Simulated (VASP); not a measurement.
# W16C (a cell with a defect) in VASP: notebook

The runs below take W16C (a cell with a defect) through single point, with PBE.

Program: VASP 6.6.1. These are calculated values, not measurements. Logs are shortened: lines on timing, memory, paths and dates and some standing lists are left out, and cuts for length are marked.

## (1) The cell of the first run

The cell holds a defect, 17 atoms: a = 6.320 Å, b = 6.320 Å, c = 6.320 Å, α = 90.00°, β = 90.00°, γ = 90.00°.

## (2) Single point, PBE

Contents of INCAR:

```
SYSTEM = W16C
PREC     = Accurate       ! precision mode
ENCUT    = 520            ! plane-wave cutoff, eV
EDIFF    = 1E-6           ! SCF threshold, eV
ISMEAR   = 0              ! smearing method
SIGMA    = 0.05           ! smearing width, eV
LREAL    = .FALSE.        ! projectors in reciprocal space
LASPH    = .TRUE.         ! aspherical terms in the spheres
NELM     = 120            ! most SCF steps
ALGO     = Normal         ! electronic algorithm
ISIF     = 2              ! what is computed and relaxed
LWAVE    = .FALSE.        ! write WAVECAR
LCHARG   = .FALSE.        ! write CHGCAR
GGA      = PE             ! functional
NBANDS   = 128            ! bands
GGA_COMPAT= .FALSE.
```

Contents of KPOINTS:

```
regular mesh
0
G
  3 3 3
  0 0 0
```

Contents of POSCAR:

```
W16C
1.0
    6.3200000000      0.0000000000      0.0000000000
    0.0000000000      6.3200000000      0.0000000000
    0.0000000000      0.0000000000      6.3200000000
W C
16 1
Direct
   -0.0000172468     -0.0020799051     -0.0069050633
    0.4999818038      0.0042556962     -0.0069148734
   -0.0000169304      0.5026523734     -0.0069012658
   -0.0000161392     -0.0485329114      0.4930677215
    0.2475757911      0.2502735759      0.2454153481
    0.4999822785      0.4962768987     -0.0069284810
    0.4999833861     -0.0019444620      0.4930542722
    0.7523822785      0.2502735759      0.2454071203
   -0.0000169304      0.5490609177      0.4930816456
    0.2599419304      0.7502712025      0.2331594937
    0.2476226266      0.2502721519      0.7407376582
    0.4999829114      0.5025183544      0.4930553797
    0.7400194620      0.7502712025      0.2331558544
    0.7523471519      0.2502723101      0.7407276899
    0.2599591772      0.7502768987      0.7529677215
    0.7400094937      0.7502768987      0.7529677215
    0.9999830696      0.2502634494      0.4930542722
```

Potentials or basis: VASP PAW PBE potentials, release 64 (W_sv, C).

Started as:

```console
$ cat potpaw_PBE.64/W_sv/POTCAR potpaw_PBE.64/C/POTCAR > POTCAR
$ mpirun -np 1 vasp_std > vasp.out
```

OUTCAR:

```text
SYSTEM = W16C
   PREC = Accurate
   ENCUT = 520
   EDIFF = 1E-6
   ISMEAR = 0
   LREAL = .FALSE.
   LASPH = .TRUE.
   NELM = 120
   ISIF = 2
   GGA = PE

 ion  position               nearest neighbor table
   1  1.000  0.998  0.993-  10 2.73  13 2.73  16 2.73  15 2.73   8 2.75   5 2.75  11 2.75  14 2.75
                             3 3.13   2 3.16   2 3.16   4 3.17   4 3.17   3 3.19
   2  0.500  0.004  0.993-  13 2.68  10 2.68  15 2.68  16 2.68  11 2.74  14 2.74   8 2.74   5 2.74
                             6 3.11   7 3.16   1 3.16   1 3.16   7 3.16   6 3.21
   3  1.000  0.503  0.993-  10 2.73  13 2.73  16 2.73  15 2.73   8 2.75   5 2.75  11 2.75  14 2.75
                             1 3.13   6 3.16   6 3.16   9 3.17   9 3.17   1 3.19
   4  1.000  0.951  0.493-  17 1.89   9 2.54  10 2.65  16 2.65  15 2.65  13 2.65   5 2.91   8 2.91
                            14 2.91  11 2.91   1 3.17   7 3.17   7 3.17   1 3.17
   5  0.248  0.250  0.245-  17 2.21   6 2.74   2 2.74   7 2.75   1 2.75   3 2.75  12 2.75   9 2.91
                             4 2.91   8 3.13  11 3.13  10 3.16  10 3.16  11 3.19   8 3.19
   6  0.500  0.496  0.993-  13 2.68  10 2.68  15 2.68  16 2.68  11 2.74  14 2.74   8 2.74   5 2.74
                             2 3.11  12 3.16   3 3.16   3 3.16  12 3.16   2 3.21
   7  0.500  0.998  0.493-  15 2.73  13 2.73  16 2.73  10 2.73  14 2.74  11 2.74   8 2.75   5 2.75
                            12 3.13   2 3.16   2 3.16   4 3.17   4 3.17  12 3.19
   8  0.752  0.250  0.245-  17 2.21   6 2.74   2 2.74   7 2.75   1 2.75   3 2.75  12 2.75   9 2.91
                             4 2.91   5 3.13  14 3.13  13 3.16  13 3.16  14 3.19   5 3.19
   9  1.000  0.549  0.493-  17 1.89   4 2.54  16 2.65  15 2.65  10 2.65  13 2.65   5 2.91   8 2.91
                            14 2.91  11 2.91   3 3.17  12 3.17  12 3.17   3 3.17
  10  0.260  0.750  0.233-   4 2.65   9 2.65   2 2.68   6 2.68   3 2.73   1 2.73  12 2.73   7 2.73
                            13 3.03  15 3.03   5 3.16   5 3.16  15 3.29  13 3.29
  11  0.248  0.250  0.741-  17 2.21   6 2.74   2 2.74   7 2.74  12 2.75   1 2.75   3 2.75   9 2.91
                             4 2.91  14 3.13   5 3.13  15 3.16  15 3.16   5 3.19  14 3.19
  12  0.500  0.503  0.493-  13 2.73  10 2.73  15 2.73  16 2.73  14 2.75  11 2.75   5 2.75   8 2.75
                             7 3.13   6 3.16   6 3.16   9 3.17   9 3.17   7 3.19
  13  0.740  0.750  0.233-   4 2.65   9 2.65   2 2.68   6 2.68   3 2.73   1 2.73  12 2.73   7 2.73
                            10 3.03  16 3.03   8 3.16   8 3.16  16 3.29  10 3.29
  14  0.752  0.250  0.741-  17 2.21   6 2.74   2 2.74   7 2.74  12 2.75   1 2.75   3 2.75   9 2.91
                             4 2.91  11 3.13   8 3.13  16 3.16  16 3.16   8 3.19  11 3.19
  15  0.260  0.750  0.753-   4 2.65   9 2.65   2 2.68   6 2.68  12 2.73   7 2.73   3 2.73   1 2.73
                            16 3.03  10 3.03  11 3.16  11 3.16  10 3.29  16 3.29
  16  0.740  0.750  0.753-   4 2.65   9 2.65   2 2.68   6 2.68  12 2.73   7 2.73   3 2.73   1 2.73
                            15 3.03  13 3.03  14 3.16  14 3.16  13 3.29  15 3.29
  17  1.000  0.250  0.493-   4 1.89   9 1.89   5 2.21   8 2.21  14 2.21  11 2.21

  LATTYP: Found a simple cubic cell.
 ALAT       =     6.3200000000

  Lattice vectors:

 A1 = (   6.3200000000,   0.0000000000,   0.0000000000)
 A2 = (   0.0000000000,   6.3200000000,   0.0000000000)
[... 165 lines left out ...]
     AMIX_MAG =   1.60;   BMIX_MAG =  1.00
  volume/ion in A,a.u.               =      14.85       100.21
  Fermi-wavevector in a.u.,A,eV,Ry     =   1.582472  2.990438 34.071949  2.504218
  Thomas-Fermi vector in A             =   2.682390
   LORBIT       =      0    0 simple, 1 ext, 2 COOP (PROOUT), +10 PAW based schemes
   GGA     = PE    functional components
   LHFCALC =     F    Hartree Fock is set to
   AEXX    =    0.0000 exact exchange contribution
   IVDW    =     0    specifies the selected vdW correction
   LEPSILON=     F    determine dielectric tensor
   LRPA    =     F    only Hartree local field effects (RPA)
 non-spin polarized calculation
 Gauss-broadening in eV      SIGMA  =   0.05
  energy-cutoff  :      520.00
  volume of cell :      252.44
 maximum number of plane-waves:      6859
   NGX = 23   NGY = 23   NGZ = 23

 number of electron     227.9999994 magnetization

 Free energy of the ion-electron system (eV)
  ---------------------------------------------------
  ext. energy  EPLUGINS =         0.00000000
  ---------------------------------------------------
  free energy    TOTEN  =      -213.61525749 eV

  energy without entropy =     -213.60965870  energy(sigma->0) =     -213.61245810

 E-fermi :  11.8773     XC(G=0): -13.7758

 val. band max:       11.7886487208   @ k =   0.3333   0.3333   0.0000
 cond. band min:      11.9042771586   @ k =   0.0000   0.0000   0.0000
 fundamental gap:      0.1156284378
 Fermi energy:        11.8772910795

 k-point     1 :       0.0000    0.0000    0.0000
  band No.  band energies     occupation
      1     -62.4153      2.00000
      2     -62.3794      2.00000
      3     -62.3794      2.00000
      4     -62.3700      2.00000
      5     -62.2297      2.00000
      6     -62.1733      2.00000
[... 1279 lines left out ...]
    125      13.7673      0.00000
    126      13.8940      0.00000
 [bands above 126 left out]

------------------------ aborting loop because EDIFF is reached ----------------------------------------

  FORCE on cell =-STRESS in cart. coord.  units (eV):
  Direction    XX          YY          ZZ          XY          YZ          ZX
  --------------------------------------------------------------------------------------
  -------------------------------------------------------------------------------------
  Total       22.8931966     43.1020076     22.8763701      0.0000000      0.0003904      0.0000000
  in kB      145.3000571    273.5626783    145.1932616      0.0000000      0.0024777      0.0000000
  external PRESSURE =     188.0186657 kB  Pullay stress =       0.0000000 kB

 VOLUME and BASIS-vectors are now :
 -----------------------------------------------------------------------------
  energy-cutoff  :      520.00
  volume of cell :      252.44
      direct lattice vectors                 reciprocal lattice vectors
     6.320000000  0.000000000  0.000000000     0.158227848  0.000000000  0.000000000
     0.000000000  6.320000000  0.000000000     0.000000000  0.158227848  0.000000000
     0.000000000  0.000000000  6.320000000     0.000000000  0.000000000  0.158227848

 POSITION                                       TOTAL-FORCE (eV/Angst)
 -----------------------------------------------------------------------------------
      6.31989      6.30685      6.27636         0.000000      0.005932     -0.003989
      3.15989      0.02690      6.27630         0.000000      0.032837     -0.002175
      6.31989      3.17676      6.27638         0.000000     -0.007804     -0.004434
      6.31990      6.01327      3.11619         0.000000      0.013646      0.001648
      1.56468      1.58173      1.55102         0.017544      0.000297     -0.012559
      3.15989      3.13647      6.27621         0.000000     -0.031502     -0.000479
[... 9 lines left out ...]
      4.67686      4.74175      4.75876         0.002146     -0.000098      0.005627
      6.31989      1.58167      3.11610         0.000000      0.000577      0.002969
 -----------------------------------------------------------------------------------
    total drift:                                0.047850      0.000057     -0.000027

  FREE ENERGIE OF THE ION-ELECTRON SYSTEM (eV)
  ---------------------------------------------------
  free  energy   TOTEN  =      -213.6152574892 eV

  energy  without entropy=     -213.6096587020  energy(sigma->0) =     -213.61245810
```

OSZICAR:

```text
N       E                     dE             d eps       ncg     rms          rms(c)
DAV:   1     0.354507743619E+04    0.35451E+04   -0.12855E+05  2568   0.213E+03
DAV:   2     0.953242949443E+02   -0.34498E+04   -0.33930E+04  2560   0.719E+02
DAV:   3    -0.206819349110E+03   -0.30214E+03   -0.28669E+03  2960   0.181E+02
DAV:   4    -0.225297671694E+03   -0.18478E+02   -0.17847E+02  3024   0.360E+01
DAV:   5    -0.226023849425E+03   -0.72618E+00   -0.71473E+00  3080   0.652E+00    0.933E+01
DAV:   6    -0.215615562466E+03    0.10408E+02   -0.34919E+01  3192   0.210E+01    0.388E+01
DAV:   7    -0.214244417993E+03    0.13711E+01   -0.13503E+01  3096   0.180E+01    0.590E+00
DAV:   8    -0.213681540535E+03    0.56288E+00   -0.53337E+00  3200   0.120E+01    0.244E+00
DAV:   9    -0.213628237849E+03    0.53303E-01   -0.50794E-01  3120   0.350E+00    0.171E+00
DAV:  10    -0.213618771586E+03    0.94663E-02   -0.85517E-02  3144   0.140E+00    0.639E-01
DAV:  11    -0.213616005187E+03    0.27664E-02   -0.23448E-02  3224   0.909E-01    0.245E-01
DAV:  12    -0.213615272884E+03    0.73230E-03   -0.40034E-03  3304   0.374E-01    0.107E-01
DAV:  13    -0.213615289628E+03   -0.16743E-04   -0.15072E-03  3024   0.146E-01    0.880E-02
DAV:  14    -0.213615256748E+03    0.32880E-04   -0.22837E-04  2968   0.610E-02    0.319E-02
DAV:  15    -0.213615256042E+03    0.70635E-06   -0.48248E-05  3232   0.269E-02    0.124E-02
DAV:  16    -0.213615258306E+03   -0.22647E-05   -0.15698E-05  2544   0.140E-02    0.471E-03
DAV:  17    -0.213615257489E+03    0.81734E-06   -0.21169E-06  1880   0.664E-03
   1 F= -.21361526E+03 E0= -.21361246E+03  d E =-.559879E-02
```

Wall time 7.9 min (1 thread of Intel Xeon Platinum 8259CL at 2.50GHz (Skylake/Cascade Lake), shared host); peak memory 0.45 GiB.

What came out:

| Property | Result |
| --- | --- |
| Free energy | -213.6153 eV |
| Pressure | 18.8 GPa |
| Largest force | 0.033 eV/Å |
| Band gap on the k mesh | zero (bands 114 and 115 overlap by 1.02 eV) |

Forces on the atoms (eV/Å):
```
W    0.000  0.006 -0.004
W    0.000  0.033 -0.002
W    0.000 -0.008 -0.004
W    0.000  0.014  0.002
W    0.018  0.000 -0.013
W    0.000 -0.032  0.000
W    0.000 -0.010  0.002
W   -0.018  0.000 -0.013
W    0.000 -0.012  0.000
W    0.000  0.000 -0.003
W    0.011  0.000  0.012
W    0.000  0.008  0.001
W    0.000  0.000 -0.003
W   -0.011  0.000  0.012
W   -0.002  0.000  0.006
W    0.002  0.000  0.006
C    0.000  0.001  0.003
```

Caveat: spin-orbit coupling is left out, which moves the levels of the heavy elements.

(Part 1 of 2 ends here.)
